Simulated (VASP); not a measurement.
# NaH (Fm-3m) in VASP: further runs

NaH is run at these levels: PBEsol; tasks: single point.

All numbers are computed with VASP 6.6.1; they aren't measurements. Logs are shortened: lines on timing, memory, paths and dates and some standing lists are left out, and cuts for length are marked.

## (1) The cell of the first run

The structure is cubic, space group Fm-3m (No. 225). Conventional cell: a = 4.287 Å, b = 4.287 Å, c = 4.287 Å, α = 90.00°, β = 90.00°, γ = 90.00°. Na (site symmetry m-3m) has 6 H at 2.14 Å within 2.8 Å. H (site symmetry m-3m) has 6 Na at 2.14 Å within 2.8 Å.

## (2) Single point, PBEsol

The input, INCAR:

```
PREC = Accurate ; ENCUT = 520
EDIFF = 1E-6 ; ISMEAR = 0
SIGMA = 0.01 ; LREAL = F
LASPH = T ; NELM = 100
ALGO = Normal ; ISIF = 2
LWAVE = F ; LCHARG = T
GGA = PS ; LELF = T
LVHAR = T ; NBANDS = 11
```

The input, KPOINTS:

```
Automatic mesh
0
Gamma
  8 8 8
```

The input, POSCAR:

```
NaH
1.0
    2.1435066442      2.1435066442      0.0000000000
   -2.1435066442      2.1435066442      0.0000000000
    0.0000000000      2.1435066442      2.1435066442
Na H
1 1
Direct
    0.0000000000      0.0000000000      0.0000000000
    0.5000000000      0.5000000000      0.0000000000
```

Potentials or basis: VASP PAW PBE potentials, release 64 (Na_pv, H).

Run with:

```
$ cat potpaw_PBE.64/Na_pv/POTCAR potpaw_PBE.64/H/POTCAR > POTCAR
$ mpirun -np 1 vasp_std > vasp.out
```

OUTCAR:

```text
PREC = Accurate
   ENCUT = 520
   EDIFF = 1E-6
   ISMEAR = 0
   LREAL = F
   LASPH = T
   NELM = 100
   ISIF = 2
   GGA = PS

 ion  position               nearest neighbor table
   1  0.000  0.000  0.000-
   2  0.500  0.500  0.000-

  LATTYP: Found a face centered cubic cell.
 ALAT       =     4.2870132884

  Lattice vectors:

 A1 = (   0.0000000000,   2.1435066442,   2.1435066442)
 A2 = (   2.1435066442,   0.0000000000,   2.1435066442)
 A3 = (   2.1435066442,   2.1435066442,   0.0000000000)

Analysis of symmetry for initial positions (statically):
=====================================================================
 Subroutine PRICEL returns:
 Original cell was already a primitive cell.

 Routine SETGRP: Setting up the symmetry group for a
 face centered cubic supercell.

 Subroutine GETGRP returns: Found 48 space group operations
 (whereof 48 operations were pure point group operations)
 out of a pool of 48 trial point group operations.

The static configuration has the point symmetry O_h .

Analysis of symmetry for dynamics (positions and initial velocities):
=====================================================================
 Subroutine PRICEL returns:
 Original cell was already a primitive cell.

 Routine SETGRP: Setting up the symmetry group for a
 face centered cubic supercell.

 Subroutine GETGRP returns: Found 48 space group operations
 (whereof 48 operations were pure point group operations)
 out of a pool of 48 trial point group operations.

The dynamic configuration has the point symmetry O_h .

 Subroutine INISYM returns: Found 48 space group operations
 (whereof 48 operations are pure point group operations),
 and found     1 'primitive' translations

----------------------------------------------------------------------------------------

                                     Primitive cell

  volume of cell :      19.6972

  direct lattice vectors                    reciprocal lattice vectors
     2.143506644  2.143506644  0.000000000     0.233262631  0.233262631 -0.233262631
    -2.143506644  2.143506644  0.000000000    -0.233262631  0.233262631 -0.233262631
     0.000000000  2.143506644  2.143506644     0.000000000  0.000000000  0.466525263

  length of vectors
     3.031376167  3.031376167  3.031376167     0.404022729  0.404022729  0.466525263

[... 79 lines left out ...]
   NELM   =    100;   NELMIN=  2; NELMDL= -5     # of ELM steps
   EDIFF  = 0.1E-05   stopping-criterion for ELM
   LREAL  =      F    real-space projection
[... 7 lines left out ...]
   TEBEG  =    0.0;   TEEND  =   0.0 temperature during run
   PSTRESS=    0.0 pullay stress
   NELECT =       8.0000    total number of electrons
   NUPDOWN=      -1.0000    fix difference up-down
   EMIN   =  10.00;   EMAX   =-10.00  energy-range for DOS
   EFERMI =   0.00;   METHOD = LEGACY
   ISMEAR =     0;   SIGMA  =   0.01  broadening in eV -4-tet -1-fermi 0-gaus
   EFERMI_NEDOS =   21; number of points for ismear=-14 and -15
   IALGO  =     38    algorithm
   IMIX   =      4    mixing-type and parameters
     AMIX     =   0.40;   BMIX     =  1.00
     AMIX_MAG =   1.60;   BMIX_MAG =  1.00
  volume/ion in A,a.u.               =       9.85        66.46
  Fermi-wavevector in a.u.,A,eV,Ry     =   1.212374  2.291055 19.998537  1.469851
  Thomas-Fermi vector in A             =   2.347860
   LORBIT       =      0    0 simple, 1 ext, 2 COOP (PROOUT), +10 PAW based schemes
   GGA     = PS    functional components
   LHFCALC =     F    Hartree Fock is set to
   AEXX    =    0.0000 exact exchange contribution
   IVDW    =     0    specifies the selected vdW correction
   LEPSILON=     F    determine dielectric tensor
   LRPA    =     F    only Hartree local field effects (RPA)
 non-spin polarized calculation
 Gauss-broadening in eV      SIGMA  =   0.01
  energy-cutoff  :      520.00
  volume of cell :       19.70
 maximum number of plane-waves:       544
   NGX = 11   NGY = 11   NGZ = 11

 number of electron       7.9999997 magnetization

 Free energy of the ion-electron system (eV)
  ---------------------------------------------------
  ext. energy  EPLUGINS =         0.00000000
  ---------------------------------------------------
  free energy    TOTEN  =        -4.80038546 eV

  energy without entropy =       -4.80038546  energy(sigma->0) =       -4.80038546

 E-fermi :   0.3929     XC(G=0):  -9.2162

 val. band max:        0.3258286153   @ k =   0.5000   0.5000   0.2500
 cond. band min:       4.4970626969   @ k =   0.5000   0.0000   0.0000
 fundamental gap:      4.1712340815
 Fermi energy:         0.3928545256

 k-point     1 :       0.0000    0.0000    0.0000
  band No.  band energies     occupation
      1     -21.1812      2.00000
      2     -21.1812      2.00000
      3     -21.1812      2.00000
      4      -4.5168      2.00000
      5      14.3546      0.00000
      6      18.5739      0.00000
      7      18.5740      0.00000
      8      18.5740      0.00000
      9      20.5911      0.00000
     10      20.5911      0.00000
     11      20.5911      0.00000
[... 309 lines left out ...]
 k-point    24 :       0.5000    0.2500    0.1250
  band No.  band energies     occupation
      1     -21.4419      2.00000
      2     -21.2898      2.00000
      3     -21.2383      2.00000
      4      -0.2612      2.00000
      5       5.4812      0.00000
      6       9.4541      0.00000
      7      13.7525      0.00000
      8      18.9478      0.00000
      9      20.0066      0.00000
     10      24.0628      0.00000
     11      26.7717      0.00000

 [... further k-points ...]

------------------------ aborting loop because EDIFF is reached ----------------------------------------

  FORCE on cell =-STRESS in cart. coord.  units (eV):
  Direction    XX          YY          ZZ          XY          YZ          ZX
  --------------------------------------------------------------------------------------
  -------------------------------------------------------------------------------------
  Total        1.8537877      1.8537877      1.8537877      0.0000000      0.0000000     -0.0000000
  in kB      150.7877600    150.7877600    150.7877600      0.0000000      0.0000000     -0.0000000
  external PRESSURE =     150.7877600 kB  Pullay stress =       0.0000000 kB

 VOLUME and BASIS-vectors are now :
 -----------------------------------------------------------------------------
  energy-cutoff  :      520.00
  volume of cell :       19.70
      direct lattice vectors                 reciprocal lattice vectors
     2.143506644  2.143506644  0.000000000     0.233262631  0.233262631 -0.233262631
    -2.143506644  2.143506644  0.000000000    -0.233262631  0.233262631 -0.233262631
     0.000000000  2.143506644  2.143506644     0.000000000  0.000000000  0.466525263

 POSITION                                       TOTAL-FORCE (eV/Angst)
 -----------------------------------------------------------------------------------
      0.00000      0.00000      0.00000        -0.000000     -0.000000      0.000000
      0.00000      2.14351      0.00000         0.000000      0.000000      0.000000
 -----------------------------------------------------------------------------------
    total drift:                               -0.000000     -0.000000     -0.000000

  FREE ENERGIE OF THE ION-ELECTRON SYSTEM (eV)
  ---------------------------------------------------
  free  energy   TOTEN  =        -4.8003854590 eV

  energy  without entropy=       -4.8003854590  energy(sigma->0) =       -4.80038546
```

OSZICAR:

```text
N       E                     dE             d eps       ncg     rms          rms(c)
DAV:   1     0.362138060551E+02    0.36214E+02   -0.47034E+03   649   0.823E+02
DAV:   2    -0.404825133606E+01   -0.40262E+02   -0.39582E+02   658   0.205E+02
DAV:   3    -0.525306610714E+01   -0.12048E+01   -0.12037E+01   785   0.324E+01
DAV:   4    -0.525922130880E+01   -0.61552E-02   -0.61548E-02   743   0.222E+00
DAV:   5    -0.525925567470E+01   -0.34366E-04   -0.34365E-04   734   0.171E-01    0.339E+00
DAV:   6    -0.491223576892E+01    0.34702E+00   -0.27566E-01   776   0.436E+00    0.166E+00
DAV:   7    -0.479928577806E+01    0.11295E+00   -0.28598E-01   729   0.305E+00    0.307E-01
DAV:   8    -0.480027436791E+01   -0.98859E-03   -0.67381E-03   749   0.118E+00    0.979E-02
DAV:   9    -0.480040123486E+01   -0.12687E-03   -0.42980E-04   752   0.245E-01    0.207E-02
DAV:  10    -0.480038503693E+01    0.16198E-04   -0.38712E-05   725   0.533E-02    0.242E-03
DAV:  11    -0.480038545900E+01   -0.42207E-06   -0.12170E-06   701   0.663E-03
   1 F= -.48003855E+01 E0= -.48003855E+01  d E =-.204054E-23
```

Wall time 15 s (1 thread of AMD EPYC 7R13, shared host); peak memory 0.1 GiB.

What came out:

```
Free energy            : -4.8004 eV
Pressure               : 15.1 GPa
Band gap on the k mesh : 4.17 eV, indirect (least direct gap 5.20 eV)
```

Caveat: the PAW data sets were made with another functional, which shifts forces and pressure a little. A k mesh can miss the band edges.

## (3) Single point, PBEsol

This run uses another cell than the first one, of 11.26 Å³/atom, 1.143 times its volume.

The input, INCAR:

```
SYSTEM = NaH
  PREC = Accurate
  ENCUT = 520
  EDIFF = 1E-6
  ISMEAR = 0
  SIGMA = 0.01
  LREAL = .FALSE.
  LASPH = .TRUE.
  NELM = 60
  ALGO = Normal
  ISIF = 2
  LWAVE = .FALSE.
  LCHARG = .FALSE.
  GGA = PS
  NBANDS = 11
```

The input, KPOINTS:

```
regular mesh
0
G
  8 8 8
  0 0 0
```

The input, POSCAR:

```
NaH
1.0
    2.2410442664      2.2410442664      0.0000000000
   -2.2410442664      2.2410442664      0.0000000000
    0.0000000000      2.2410442664      2.2410442664
Na H
1 1
Direct
    0.0000000000      0.0000000000      0.0000000000
    0.5000000000      0.5000000000      0.0000000000
```

Potentials or basis: VASP PAW PBE potentials, release 64 (Na_pv, H).

Run with:

```
$ cat potpaw_PBE.64/Na_pv/POTCAR potpaw_PBE.64/H/POTCAR > POTCAR
$ mpirun -np 1 vasp_std > vasp.out
```

OUTCAR:

```text
SYSTEM = NaH
   PREC = Accurate
   ENCUT = 520
   EDIFF = 1E-6
   ISMEAR = 0
   LREAL = .FALSE.
   LASPH = .TRUE.
   NELM = 60
   ISIF = 2
   GGA = PS

 ion  position               nearest neighbor table
   1  0.000  0.000  0.000-
   2  0.500  0.500  0.000-

  LATTYP: Found a face centered cubic cell.
 ALAT       =     4.4820885328

  Lattice vectors:

 A1 = (   0.0000000000,   2.2410442664,   2.2410442664)
[... 519 lines left out ...]

 [... further k-points ...]

------------------------ aborting loop because EDIFF is reached ----------------------------------------

  FORCE on cell =-STRESS in cart. coord.  units (eV):
  Direction    XX          YY          ZZ          XY          YZ          ZX
  --------------------------------------------------------------------------------------
  -------------------------------------------------------------------------------------
  Total        0.9855353      0.9855353      0.9855353      0.0000000     -0.0000000      0.0000000
  in kB       70.1457646     70.1457646     70.1457646      0.0000000     -0.0000000      0.0000000
  external PRESSURE =      70.1457646 kB  Pullay stress =       0.0000000 kB

 VOLUME and BASIS-vectors are now :
 -----------------------------------------------------------------------------
  energy-cutoff  :      520.00
  volume of cell :       22.51
      direct lattice vectors                 reciprocal lattice vectors
     2.241044266  2.241044266  0.000000000     0.223110274  0.223110274 -0.223110274
    -2.241044266  2.241044266  0.000000000    -0.223110274  0.223110274 -0.223110274
     0.000000000  2.241044266  2.241044266     0.000000000  0.000000000  0.446220548

 POSITION                                       TOTAL-FORCE (eV/Angst)
 -----------------------------------------------------------------------------------
      0.00000      0.00000      0.00000        -0.000000      0.000000      0.000000
      0.00000      2.24104      0.00000         0.000000     -0.000000      0.000000
 -----------------------------------------------------------------------------------
    total drift:                               -0.000000     -0.000000     -0.000000

  FREE ENERGIE OF THE ION-ELECTRON SYSTEM (eV)
  ---------------------------------------------------
  free  energy   TOTEN  =        -4.9901151440 eV

  energy  without entropy=       -4.9901151440  energy(sigma->0) =       -4.99011514
```

OSZICAR:

```text
N       E                     dE             d eps       ncg     rms          rms(c)
DAV:   1     0.418700485673E+02    0.41870E+02   -0.47980E+03   641   0.832E+02
DAV:   2    -0.383287522318E+01   -0.45703E+02   -0.45154E+02   684   0.221E+02
DAV:   3    -0.539948885246E+01   -0.15666E+01   -0.15642E+01   767   0.363E+01
DAV:   4    -0.540796848238E+01   -0.84796E-02   -0.84790E-02   752   0.269E+00
DAV:   5    -0.540802423221E+01   -0.55750E-04   -0.55749E-04   722   0.225E-01    0.316E+00
DAV:   6    -0.508695048318E+01    0.32107E+00   -0.27654E-01   798   0.386E+00    0.152E+00
DAV:   7    -0.498854375314E+01    0.98407E-01   -0.27281E-01   729   0.268E+00    0.308E-01
DAV:   8    -0.499003745307E+01   -0.14937E-02   -0.65754E-03   746   0.109E+00    0.831E-02
DAV:   9    -0.499012681769E+01   -0.89365E-04   -0.47995E-04   742   0.272E-01    0.184E-02
DAV:  10    -0.499011458759E+01    0.12230E-04   -0.34300E-05   738   0.484E-02    0.255E-03
DAV:  11    -0.499011514401E+01   -0.55643E-06   -0.11608E-06   703   0.636E-03
   1 F= -.49901151E+01 E0= -.49901151E+01  d E =-.669672E-19
```

stdout:

```text
POSCAR found type information on POSCAR NaH
 POSCAR found :  2 types and       2 ions
 scaLAPACK will be used
 -----------------------------------------------------------------------------
|                                                                             |
|                                                                             |
|     You enforced a specific xc type in the INCAR file but a different       |
|     I HOPE YOU KNOW WHAT YOU ARE DOING!                                     |
|                                                                             |
 -----------------------------------------------------------------------------

 LDA part: xc-table for (Slater+PW92), standard interpolation
 POSCAR, INCAR and KPOINTS ok, starting setup
 FFT: planning ... GRIDC
 FFT: planning ... GRID_SOFT
 FFT: planning ... GRID
 WAVECAR not read
 entering main loop
```

Wall time 15 s (1 thread of AMD EPYC 7R13, shared host); peak memory 0.1 GiB.

What came out:

| Item | Value |
| --- | --- |
| Free energy | -4.9901 eV |
| Pressure | 7.0 GPa |
| Band gap on the k mesh | 3.93 eV, indirect (least direct gap 4.93 eV) |

Levels at points of the mesh, in eV from the valence-band top:
| k point | band 1 | band 2 | band 3 | band 4 | band 5 | band 6 | band 7 | band 8 | band 9 |
| --- | --- | --- | --- | --- | --- | --- | --- | --- | --- |
| (0.00, 0.00, 0.00) | -21.66 | -21.66 | -21.66 | -4.41 | 12.57 | 17.14 | 17.14 | 17.14 | 18.71 |
| (0.50, 0.00, 0.00) | -21.87 | -21.68 | -21.68 | -1.00 | 3.93 | 12.28 | 14.68 | 14.68 | 18.77 |
| (0.50, 0.50, 0.00) | -21.84 | -21.73 | -21.73 | -0.25 | 4.89 | 10.61 | 11.99 | 11.99 | 14.23 |

Caveat: the PAW data sets were made with another functional, which shifts forces and pressure a little. Expect the measured gap to be larger: semilocal functionals such as PBEsol lack the derivative discontinuity.

## (4) Single point, PBEsol

This run uses another cell than the first one, of 11.26 Å³/atom, 1.143 times its volume.

The input, INCAR:

```
PREC     = Accurate       # precision mode
ENCUT    = 520            # plane-wave cutoff, eV
EDIFF    = 1E-6           # SCF threshold, eV
ISMEAR   = 0              # smearing method
SIGMA    = 0.01           # smearing width, eV
LREAL    = F              # projectors in reciprocal space
LASPH    = T              # aspherical terms in the spheres
NELM     = 80             # most SCF steps
ALGO     = Normal         # electronic algorithm
ISIF     = 2              # what is computed and relaxed
LWAVE    = F              # write WAVECAR
LCHARG   = F              # write CHGCAR
GGA      = PS             # functional
NBANDS   = 11             # bands
```

The input, KPOINTS:

```
regular mesh
0
Gamma
  8 8 8
```

POSCAR is that of step 3.

Run with:

```
$ cat potpaw_PBE.64/Na_pv/POTCAR potpaw_PBE.64/H/POTCAR > POTCAR
$ mpirun -np 1 vasp_std > vasp.out
```

Wall time 14 s (1 thread of AMD EPYC 7R13, shared host); peak memory 0.1 GiB.

Results (log left out):

```yaml
Free_energy: -4.9901 eV
Pressure: 7.0 GPa
Band_gap_on_the_k_mesh: 3.93 eV, indirect (least direct gap 4.93 eV)
```

Levels at points of the mesh, in eV from the valence-band top:
| k point | band 1 | band 2 | band 3 | band 4 | band 5 | band 6 | band 7 | band 8 | band 9 |
| --- | --- | --- | --- | --- | --- | --- | --- | --- | --- |
| (0.00, 0.00, 0.00) | -21.66 | -21.66 | -21.66 | -4.41 | 12.57 | 17.14 | 17.14 | 17.14 | 18.71 |
| (0.50, 0.00, 0.00) | -21.87 | -21.68 | -21.68 | -1.00 | 3.93 | 12.28 | 14.68 | 14.68 | 18.77 |
| (0.50, 0.50, 0.00) | -21.84 | -21.73 | -21.73 | -0.25 | 4.89 | 10.61 | 11.99 | 11.99 | 14.23 |

Caveat: the PAW data sets were made with another functional, which shifts forces and pressure a little. A k mesh can miss the band edges.
